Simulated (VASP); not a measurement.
# Cu (Fm-3m) in VASP: notebook, part 2 of 2

VASP 6.6.1.

**3. Relaxation of cell and atoms, PBEsol**

This run uses another cell than the first one, of 11.81 Å³/atom, 1.043 times its volume.

Input file INCAR:

```
SYSTEM = Cu
ALGO     = Normal         ! electronic algorithm
EDIFF    = 1E-6           ! SCF threshold, eV
EDIFFG   = -0.01          ! ionic threshold
ENCUT    = 600            ! plane-wave cutoff, eV
GGA      = PS             ! functional
IBRION   = 2              ! ionic algorithm
ISIF     = 3              ! what is computed and relaxed
ISMEAR   = -1             ! smearing method
LASPH    = .TRUE.         ! aspherical terms in the spheres
LCHARG   = .FALSE.        ! write CHGCAR
LREAL    = .FALSE.        ! projectors in reciprocal space
LWAVE    = .FALSE.        ! write WAVECAR
NELM     = 80             ! most SCF steps
NSW      = 80             ! ionic steps
PREC     = Accurate       ! precision mode
SIGMA    = 0.1            ! smearing width, eV
```

Input file KPOINTS:

```
k-points
0
G
  16 16 16
  0 0 0
```

Input file POSCAR:

```
Cu
1.0
    0.0000000000      1.8075000000      1.8075000000
    1.8075000000      0.0000000000      1.8075000000
    1.8075000000      1.8075000000      0.0000000000
Cu
1
Direct
    0.0000000000      0.0000000000      0.0000000000
```

Potentials or basis: VASP PAW PBE potentials, release 64 (Cu).

On the command line:

```sh
$ cat potpaw_PBE.64/Cu/POTCAR > POTCAR
$ mpirun -np 1 vasp_std > vasp.out
```

OUTCAR:

```text
SYSTEM = Cu
   EDIFF = 1E-6
   EDIFFG = -0.01
   ENCUT = 600
   GGA = PS
   IBRION = 2
   ISIF = 3
   ISMEAR = -1
   LASPH = .TRUE.
   LREAL = .FALSE.
   NELM = 80
   NSW = 80
   PREC = Accurate

 ion  position               nearest neighbor table
   1  0.000  0.000  0.000-

  LATTYP: Found a face centered cubic cell.
 ALAT       =     3.6150000000

  Lattice vectors:

 A1 = (   0.0000000000,   1.8075000000,   1.8075000000)
 A2 = (   1.8075000000,   0.0000000000,   1.8075000000)
 A3 = (   1.8075000000,   1.8075000000,   0.0000000000)

Analysis of symmetry for initial positions (statically):
=====================================================================
 Subroutine PRICEL returns:
 Original cell was already a primitive cell.

 Routine SETGRP: Setting up the symmetry group for a
 face centered cubic supercell.

 Subroutine GETGRP returns: Found 48 space group operations
 (whereof 48 operations were pure point group operations)
 out of a pool of 48 trial point group operations.

The static configuration has the point symmetry O_h .

Analysis of symmetry for dynamics (positions and initial velocities):
=====================================================================
 Subroutine PRICEL returns:
 Original cell was already a primitive cell.

 Routine SETGRP: Setting up the symmetry group for a
 face centered cubic supercell.

 Subroutine GETGRP returns: Found 48 space group operations
 (whereof 48 operations were pure point group operations)
 out of a pool of 48 trial point group operations.

The dynamic configuration has the point symmetry O_h .

 Subroutine INISYM returns: Found 48 space group operations
 (whereof 48 operations are pure point group operations),
 and found     1 'primitive' translations
[... 117 lines left out ...]
   LORBIT       =      0    0 simple, 1 ext, 2 COOP (PROOUT), +10 PAW based schemes
   GGA     = PS    functional components
   LHFCALC =     F    Hartree Fock is set to
   AEXX    =    0.0000 exact exchange contribution
   IVDW    =     0    specifies the selected vdW correction
   LEPSILON=     F    determine dielectric tensor
   LRPA    =     F    only Hartree local field effects (RPA)
 conjugate gradient relaxation of ions
 non-spin polarized calculation
  energy-cutoff  :      600.00
  volume of cell :       11.81
 maximum number of plane-waves:       411
   NGX = 11   NGY = 11   NGZ = 11

--------------------------------------- Ionic step        1  -------------------------------------------

 number of electron      11.0000001 magnetization

 Free energy of the ion-electron system (eV)
  ---------------------------------------------------
  ext. energy  EPLUGINS =         0.00000000
  ---------------------------------------------------
  free energy    TOTEN  =        -4.30570134 eV

  energy without entropy =       -4.29558499  energy(sigma->0) =       -4.30064317

------------------------ aborting loop because EDIFF is reached ----------------------------------------

  FORCE on cell =-STRESS in cart. coord.  units (eV):
  Direction    XX          YY          ZZ          XY          YZ          ZX
  --------------------------------------------------------------------------------------
  -------------------------------------------------------------------------------------
  Total       -0.4154875     -0.4154875     -0.4154875      0.0000000      0.0000000     -0.0000000
  in kB      -56.3642378    -56.3642378    -56.3642378      0.0000000      0.0000000     -0.0000000
  external PRESSURE =     -56.3642378 kB  Pullay stress =       0.0000000 kB
[... 57 lines left out ...]
--------------------------------------- Ionic step        3  -------------------------------------------

 number of electron      11.0000013 magnetization

 Free energy of the ion-electron system (eV)
  ---------------------------------------------------
  ext. energy  EPLUGINS =         0.00000000
  ---------------------------------------------------
  free energy    TOTEN  =        -4.31376131 eV

  energy without entropy =       -4.30366205  energy(sigma->0) =       -4.30871168

 E-fermi :   7.8566     XC(G=0): -13.1307

 val. band max:        7.8259548213   @ k =   0.5000   0.1875   0.0625
 cond. band min:       7.8986279165   @ k =   0.5000   0.3125   0.1250
 fundamental gap:      0.0726730952
 Fermi energy:         7.8565952379

 k-point     1 :       0.0000    0.0000    0.0000
  band No.  band energies     occupation
      1      -1.8042      2.00000
      2       4.7330      2.00000
      3       4.7330      2.00000
      4       4.7330      2.00000
      5       5.6154      2.00000
      6       5.6154      2.00000
      7      30.7644      0.00000
      8      33.6751      0.00000
      9      33.6751      0.00000
[... 265 lines left out ...]
 k-point    24 :      -0.0625    0.0625    0.0000
  band No.  band energies     occupation
      1      -1.4163      2.00000
      2       4.6413      2.00000
      3       4.8029      2.00000
      4       4.8171      2.00000
      5       5.5480      2.00000
      6       5.6294      2.00000
      7      28.8799      0.00000
      8      30.0917      0.00000
      9      32.6598      0.00000

 [... further k-points ...]
[... 5 lines left out ...]
  --------------------------------------------------------------------------------------
  -------------------------------------------------------------------------------------
  Total       -0.0025815     -0.0025815     -0.0025815      0.0000000     -0.0000000      0.0000000
  in kB       -0.3637399     -0.3637399     -0.3637399      0.0000000     -0.0000000      0.0000000
  external PRESSURE =      -0.3637399 kB  Pullay stress =       0.0000000 kB
[... 16 lines left out ...]
  FREE ENERGIE OF THE ION-ELECTRON SYSTEM (eV)
  ---------------------------------------------------
  free  energy   TOTEN  =        -4.3137613084 eV

  energy  without entropy=       -4.3036620517  energy(sigma->0) =       -4.30871168

 reached required accuracy - stopping structural energy minimisation
```

CONTCAR:

```text
Cu
   1.00000000000000
     0.0000000000000000    1.7847826903803194    1.7847826903803194
     1.7847826903803194    0.0000000000000000    1.7847826903803194
     1.7847826903803194    1.7847826903803194   -0.0000000000000000
  Cu
     1
Direct
     0.0000000000000000    0.0000000000000000    0.0000000000000000

  0.00000000E+00  0.00000000E+00  0.00000000E+00
```

Wall time 20 s (1 thread of Intel Xeon Platinum 8488C (Sapphire Rapids), shared host); peak memory 0.14 GiB.

What came out:

| Property | Result |
| --- | --- |
| Free energy | -4.3138 eV |
| Relaxed volume | 11.37 Å³/atom |
| Relaxed cell | a = 2.524 Å, b = 2.524 Å, c = 2.524 Å, α = 60.00°, β = 60.00°, γ = 60.00° |
| Space group after relaxing (to 0.05 Å) | Fm-3m (No. 225) |
| Energy gained by relaxing | 8.1 meV/atom |
| Ionic steps | 3 |
| Pressure after relaxing | 0.0 GPa |

Step by step:
```csv
step,energy change (eV),largest force (eV/Å),pressure (GPa),volume (Å³)
1,0.0000,0.0000,-5.64,11.81
2,-0.0050,0.0000,4.01,11.11
3,-0.0081,0.0000,-0.04,11.37
```

Final structure:
```
CELL_PARAMETERS angstrom
0.00000 1.78478 1.78478
1.78478 0.00000 1.78478
1.78478 1.78478 0.00000
ATOMIC_POSITIONS crystal
Cu 0.00000 0.00000 0.00000
```

Levels at points of the mesh, in eV from the Fermi level:
```csv
k point,band 4,band 5,band 6,band 7,band 8,band 9
"(0.00, 0.00, 0.00)",-3.12,-2.24,-2.24,22.91,25.82,25.82
"(0.50, 0.00, 0.00)",-1.64,-1.64,-1.13,3.95,21.38,22.63
"(0.50, 0.50, 0.00)",-1.49,-1.49,1.45,7.39,13.35,13.35
```

Caveat: the PAW data sets were made with another functional, which shifts forces and pressure a little.

**4. Relaxation of cell and atoms, PBEsol, target pressure 10 GPa, at which the enthalpy is minimised**

This run uses another cell than the first one, of 11.81 Å³/atom, 1.043 times its volume.

Input file INCAR:

```
SYSTEM = Cu
PREC     = Accurate       ! precision mode
ENCUT    = 600            ! plane-wave cutoff, eV
EDIFF    = 1E-7           ! SCF threshold, eV
ISMEAR   = -1             ! smearing method
SIGMA    = 0.1            ! smearing width, eV
LREAL    = .FALSE.        ! projectors in reciprocal space
LASPH    = .TRUE.         ! aspherical terms in the spheres
NELM     = 60             ! most SCF steps
ALGO     = Normal         ! electronic algorithm
ISIF     = 3              ! what is computed and relaxed
LWAVE    = .FALSE.        ! write WAVECAR
LCHARG   = .FALSE.        ! write CHGCAR
GGA      = PS             ! functional
IBRION   = 2              ! ionic algorithm
NSW      = 80             ! ionic steps
EDIFFG   = -0.01          ! ionic threshold
PSTRESS  = 100.0
```

Input file KPOINTS:

```
Automatic mesh
0
G
  16 16 16
  0 0 0
```

POSCAR is that of step 3.

On the command line:

```sh
$ cat potpaw_PBE.64/Cu/POTCAR > POTCAR
$ mpirun -np 1 vasp_std > vasp.out
```

It took 27 s on 1 thread of Intel Xeon Platinum 8488C (Sapphire Rapids), shared host; peak memory 0.14 GiB.

It converged, with:

```
Free energy                                            : -4.2958 eV
Relaxed volume                                         : 10.77 Å³/atom
Relaxed cell                                           : a = 2.479 Å, b = 2.479 Å, c = 2.479 Å, α = 60.00°, β = 60.00°, γ = 60.00°
Space group after relaxing (to 0.05 Å)                 : Fm-3m (No. 225)
Energy change on relaxing (the enthalpy is what falls) : +9.9 meV/atom
Ionic steps                                            : 4
Pressure after relaxing                                : 10.1 GPa
```

The path:
| step | energy change (eV) | largest force (eV/Å) | pressure (GPa) | volume (Å³) |
| --- | --- | --- | --- | --- |
| 1 | 0.0000 | 0.0000 | -5.64 | 11.81 |
| 2 | 0.1109 | 0.0000 | 30.62 | 9.95 |
| 3 | 0.0087 | 0.0000 | 9.77 | 10.79 |
| 4 | 0.0099 | 0.0000 | 10.14 | 10.77 |

Final structure:
```
Cu
1.0
     0.00000    1.75289    1.75289
     1.75289    0.00000    1.75289
     1.75289    1.75289    0.00000
Cu
1
Direct
  0.00000 0.00000 0.00000
```

Levels at points of the mesh, in eV from the Fermi level:
```
           k point  band 4  band 5  band 6  band 7  band 8  band 9
(0.00, 0.00, 0.00)   -3.32   -2.36   -2.36   23.32   26.67   26.67
(0.50, 0.00, 0.00)   -1.70   -1.70   -1.31    4.23   21.77   23.49
(0.50, 0.50, 0.00)   -1.54   -1.54    1.40    7.77   13.77   13.77
```

Caveat: the cell is relaxed towards a set pressure, so the enthalpy falls and the energy may rise; the PAW data sets were made with another functional, which shifts forces and pressure a little.

**5. Relaxation of cell and atoms, PBEsol, target pressure 20 GPa, at which the enthalpy is minimised**

This run uses another cell than the first one, of 11.81 Å³/atom, 1.043 times its volume.

Input file INCAR:

```
SYSTEM = Cu
ALGO = Normal
EDIFF = 1E-6
EDIFFG = -0.01
ENCUT = 600
GGA = PS
IBRION = 2
ISIF = 3
ISMEAR = -1
LASPH = .True.
LCHARG = .False.
LREAL = .False.
LWAVE = .False.
NELM = 100
NSW = 80
PREC = Accurate
PSTRESS = 200.0
SIGMA = 0.1
```

Input file KPOINTS:

```
k-points
0
Gamma
  16 16 16
  0 0 0
```

POSCAR is that of step 4.

On the command line:

```sh
$ cat potpaw_PBE.64/Cu/POTCAR > POTCAR
$ mpirun -np 1 vasp_std > vasp.out
```

Wall time 26 s (1 thread of Intel Xeon Platinum 8488C (Sapphire Rapids), shared host); peak memory 0.14 GiB.

Results (log left out):

| Property | Result |
| --- | --- |
| Free energy | -4.2551 eV |
| Relaxed volume | 10.33 Å³/atom |
| Relaxed cell | a = 2.445 Å, b = 2.445 Å, c = 2.445 Å, α = 60.00°, β = 60.00°, γ = 60.00° |
| Space group after relaxing (to 0.05 Å) | Fm-3m (No. 225) |
| Energy change on relaxing (the enthalpy is what falls) | +50.6 meV/atom |
| Ionic steps | 4 |
| Pressure after relaxing | 19.9 GPa |

Step by step:
| step | energy change (eV) | largest force (eV/Å) | pressure (GPa) | volume (Å³) |
| --- | --- | --- | --- | --- |
| 1 | 0.0000 | 0.0000 | -5.64 | 11.81 |
| 2 | 0.4555 | 0.0000 | 75.94 | 8.87 |
| 3 | 0.0454 | 0.0000 | 18.67 | 10.38 |
| 4 | 0.0506 | 0.0000 | 19.87 | 10.33 |

Final structure:
```yaml
crystal:
  lattice:
    - [0.00000, 1.72875, 1.72875]
    - [1.72875, 0.00000, 1.72875]
    - [1.72875, 1.72875, 0.00000]
  atoms:
    - { symbol: Cu, position: [0.00000, 0.00000, 0.00000] }
```

Levels at points of the mesh, in eV from the Fermi level:
| k point | band 2 | band 3 | band 4 | band 5 | band 6 | band 7 | band 8 | band 9 |
| --- | --- | --- | --- | --- | --- | --- | --- | --- |
| (0.00, 0.00, 0.00) | -3.48 | -3.48 | -3.48 | -2.45 | -2.45 | 23.63 | 27.32 | 27.32 |
| (0.50, 0.00, 0.00) | -3.52 | -3.52 | -1.76 | -1.76 | -1.45 | 4.46 | 22.07 | 24.17 |
| (0.50, 0.50, 0.00) | -5.20 | -1.78 | -1.58 | -1.58 | 1.35 | 8.08 | 14.10 | 14.10 |

Caveat: the cell is relaxed towards a set pressure, so the enthalpy falls and the energy may rise; the PAW data sets were made with another functional, which shifts forces and pressure a little.

**6. Relaxation of cell and atoms, PBEsol, target pressure 30 GPa, at which the enthalpy is minimised**

This run uses another cell than the first one, of 11.81 Å³/atom, 1.043 times its volume.

Input file INCAR:

```
SYSTEM = Cu
PREC = Accurate
ENCUT = 600
EDIFF = 1E-6
ISMEAR = -1
SIGMA = 0.1
LREAL = .FALSE.
LASPH = .TRUE.
NELM = 60
ALGO = Normal
ISIF = 3
LWAVE = .FALSE.
LCHARG = .FALSE.
GGA = PS
IBRION = 2
NSW = 80
EDIFFG = -0.01
PSTRESS = 300.0
```

Input file KPOINTS:

```
regular mesh
0
G
  16 16 16
  0 0 0
```

POSCAR is that of step 5.

Potentials or basis: VASP PAW PBE potentials, release 64 (Cu).

On the command line:

```sh
$ cat potpaw_PBE.64/Cu/POTCAR > POTCAR
$ mpirun -np 1 vasp_std > vasp.out
```

Wall time 40 s (1 thread of Intel Xeon Platinum 8488C (Sapphire Rapids), shared host); peak memory 0.14 GiB.

It converged, with:

| Quantity | Value |
| --- | --- |
| Free energy | -4.1982 eV |
| Relaxed volume | 9.97 Å³/atom |
| Relaxed cell | a = 2.415 Å, b = 2.415 Å, c = 2.415 Å, α = 60.00°, β = 60.00°, γ = 60.00° |
| Space group after relaxing (to 0.05 Å) | Fm-3m (No. 225) |
| Energy change on relaxing (the enthalpy is what falls) | +107.5 meV/atom |
| Ionic steps | 7 |
| Pressure after relaxing | 30.0 GPa |

Step by step:
| step | energy change (eV) | largest force (eV/Å) | pressure (GPa) | volume (Å³) |
| --- | --- | --- | --- | --- |
| 1 | 0.0000 | 0.0000 | -5.64 | 11.81 |
| 2 | 1.1422 | 0.0000 | 151.33 | 7.87 |
| 3 | 0.0886 | 0.0000 | 26.08 | 10.07 |
| 4 | 0.1054 | 0.0000 | 29.52 | 9.98 |
| 5 | 0.1119 | 0.0000 | 30.72 | 9.94 |
| 6 | 0.1012 | 0.0000 | 29.22 | 10.00 |
| 7 | 0.1075 | 0.0000 | 30.02 | 9.97 |

Final structure:
```
Cu
1.0
     0.00000    1.70802    1.70802
     1.70802    0.00000    1.70802
     1.70802    1.70802    0.00000
Cu
1
Direct
  0.00000 0.00000 0.00000
```

Levels at points of the mesh, in eV from the Fermi level:
```tsv
k point	band 4	band 5	band 6	band 7	band 8	band 9
(0.00, 0.00, 0.00)	-3.63	-2.54	-2.54	23.90	27.88	27.88
(0.50, 0.00, 0.00)	-1.81	-1.81	-1.58	4.66	22.32	24.76
(0.50, 0.50, 0.00)	-1.62	-1.62	1.31	8.35	14.39	14.39
```

Caveat: the cell is relaxed towards a set pressure, so the enthalpy falls and the energy may rise; the volume moved by over 15 % at a fixed basis, so the end points are rough; the PAW data sets were made with another functional, which shifts forces and pressure a little.

**7. Relaxation of cell and atoms, PBEsol, target pressure 40 GPa, at which the enthalpy is minimised**

This run uses another cell than the first one, of 11.81 Å³/atom, 1.043 times its volume.

Input file INCAR:

```
SYSTEM = Cu
ALGO = Normal
EDIFF = 1E-7
EDIFFG = -0.01
ENCUT = 600
GGA = PS
IBRION = 2
ISIF = 3
ISMEAR = -1
LASPH = .True.
LCHARG = .False.
LREAL = .False.
LWAVE = .False.
NELM = 60
NSW = 80
PREC = Accurate
PSTRESS = 400.0
SIGMA = 0.1
```

Input file KPOINTS:

```
k-points
0
Gamma
  16 16 16
  0 0 0
```

POSCAR is that of step 6.

On the command line:

```sh
$ cat potpaw_PBE.64/Cu/POTCAR > POTCAR
$ mpirun -np 1 vasp_std > vasp.out
```

Wall time 35 s (1 thread of Intel Xeon Platinum 8488C (Sapphire Rapids), shared host); peak memory 0.15 GiB.

It converged, with:

| Item | Value |
| --- | --- |
| Free energy | -4.1324 eV |
| Relaxed volume | 9.66 Å³/atom |
| Relaxed cell | a = 2.391 Å, b = 2.391 Å, c = 2.391 Å, α = 60.00°, β = 60.00°, γ = 60.00° |
| Space group after relaxing (to 0.05 Å) | Fm-3m (No. 225) |
| Energy change on relaxing (the enthalpy is what falls) | +173.3 meV/atom |
| Ionic steps | 5 |
| Pressure after relaxing | 40.1 GPa |

Step by step:
```
step  energy change (eV)  largest force (eV/Å)  pressure (GPa)  volume (Å³)
   1              0.0000                0.0000           -5.64        11.81
   2              2.3359                0.0000          275.30         6.94
   3              0.1307                0.0000           33.78         9.85
   4              0.1568                0.0000           37.65         9.73
   5              0.1733                0.0000           40.06         9.66
```

Final structure:
```
Cu
1.0
     0.00000    1.69058    1.69058
     1.69058    0.00000    1.69058
     1.69058    1.69058    0.00000
Cu
1
Direct
  0.00000 0.00000 0.00000
```

Levels at points of the mesh, in eV from the Fermi level:
```tsv
k point	band 2	band 3	band 4	band 5	band 6	band 7	band 8	band 9
(0.00, 0.00, 0.00)	-3.76	-3.76	-3.76	-2.62	-2.62	24.12	28.36	28.36
(0.50, 0.00, 0.00)	-3.81	-3.81	-1.85	-1.85	-1.69	4.84	22.52	25.28
(0.50, 0.50, 0.00)	-5.66	-1.87	-1.66	-1.66	1.28	8.58	14.65	14.65
```

Caveat: the cell is relaxed towards a set pressure, so the enthalpy falls and the energy may rise; the volume moved by over 15 % at a fixed basis, so the end points are rough; the PAW data sets were made with another functional, which shifts forces and pressure a little.

**8. Overview**

```csv
task,cell,cutoff (eV),gap on the mesh (eV),pressure (GPa)
single point,"a = 2.520 Å, angles 60.0°, 1 atom",520,none,0.7
relaxation of cell and atoms,"relaxed from a = 2.556 Å, angles 60.0°, 1 atom",600,none,0.0
relaxation of cell and atoms,"relaxed to 10 GPa from a = 2.556 Å, angles 60.0°, 1 atom",600,none,10.1
relaxation of cell and atoms,"relaxed to 20 GPa from a = 2.556 Å, angles 60.0°, 1 atom",600,none,19.9
relaxation of cell and atoms,"relaxed to 30 GPa from a = 2.556 Å, angles 60.0°, 1 atom",600,none,30.0
relaxation of cell and atoms,"relaxed to 40 GPa from a = 2.556 Å, angles 60.0°, 1 atom",600,none,40.1
```

Alike in all rows: level PBEsol; potentials or basis VASP PAW PBE potentials, release 64 (Cu); no spin polarisation; k mesh 16 × 16 × 16; smearing fermi-dirac 0.1 eV.

Caveats: the PAW data sets were made with another functional, which shifts forces and pressure a little; the cell is relaxed towards a set pressure, so the enthalpy falls and the energy may rise (some runs); the volume moved by over 15 % at a fixed basis, so the end points are rough (some runs).

Absolute energies hang on the potentials; compare differences alone.
